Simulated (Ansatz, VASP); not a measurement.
# MoS2 in VASP and in Ansatz

```
Mo S
1.0
     1.61600    0.93300    6.42973
    -1.61600    0.93300    6.42973
     0.00000   -1.86600    6.42973
Mo S
1 2
Cartesian
  0.0000 0.0000 0.0003
  0.0000 0.0000 14.5351
  0.0000 0.0000 11.1828
```

Alike in both runs: task single point; functional PBE; dispersion D3(BJ); k mesh 12 × 12 × 12; occupations gaussian, width 0.05 eV; no spin polarisation.

|  | VASP | Ansatz |
| --- | --- | --- |
| version | VASP 6.6.1 | Ansatz 0.2.0 |
| potentials or method | VASP PAW PBE potentials, release 64 (Mo_sv, S), cutoff 520 eV | scalar-relativistic, plane waves, PAW |
| valence electrons in the cell | 26 | 26 |

VASP gave:

* gap on the k mesh at the Fermi level (eV): 0.99
* least direct gap on the mesh (eV): 1.68
* pressure (GPa): -14.7
* traceless stress, the component that is largest in VASP (GPa): -5.85
* rms of the force components (eV/Å): 0.973

Problem. What did Ansatz give for the same quantities?

Solution. gap on the k mesh at the Fermi level (eV): 0.98; least direct gap on the mesh (eV): 1.67; pressure (GPa): -14.7; traceless stress, the component that is largest in VASP (GPa): -5.84; rms of the force components (eV/Å): 0.970.

Atom by atom the forces differ by 0.003 eV/Å (rms over components).
